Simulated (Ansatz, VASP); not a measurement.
One calculation of Al2Cu, two programs

```
CELL_PARAMETERS angstrom
-2.04460 2.04460 2.95877
2.04460 -2.04460 2.95877
2.04460 2.04460 -2.95877
ATOMIC_POSITIONS crystal
Al 0.74481 0.24481 0.50000
Al 0.25519 0.75519 0.50000
Cu 0.50000 0.50000 0.00000
```

Change from the starting cell: mode 9 frozen in at -0.030 Å, normal strain along z +0.0233.

Alike in both runs: task single point; functional PBE; k mesh 14 × 14 × 14; occupations gaussian, width 0.15 eV; no spin polarisation.

```csv
,VASP,Ansatz
version,VASP 6.6.1,Ansatz 0.2.0
potentials or method,"VASP PAW PBE potentials, release 64 (Al, Cu), cutoff 520 eV","scalar-relativistic, plane waves, PAW"
valence electrons in the cell,17,25
```

Ansatz gave:

* gap on the k mesh at the Fermi level (eV): none
* pressure (GPa): -2.0
* traceless stress, the component that is largest in VASP (GPa): 1.43
* rms of the force components (eV/Å): 0.087

Q: What did VASP give for the same quantities?

A: gap on the k mesh at the Fermi level (eV): none; pressure (GPa): -1.8; traceless stress, the component that is largest in VASP (GPa): 1.43; rms of the force components (eV/Å): 0.087.

Atom by atom the forces differ by 0.000 eV/Å (rms over components). A gap of «none» marks a metal or a gap that the smearing closes. VASP's potentials hold 17 valence electrons a cell and Ansatz's 25, so a difference there can come from the potentials and not from the codes.
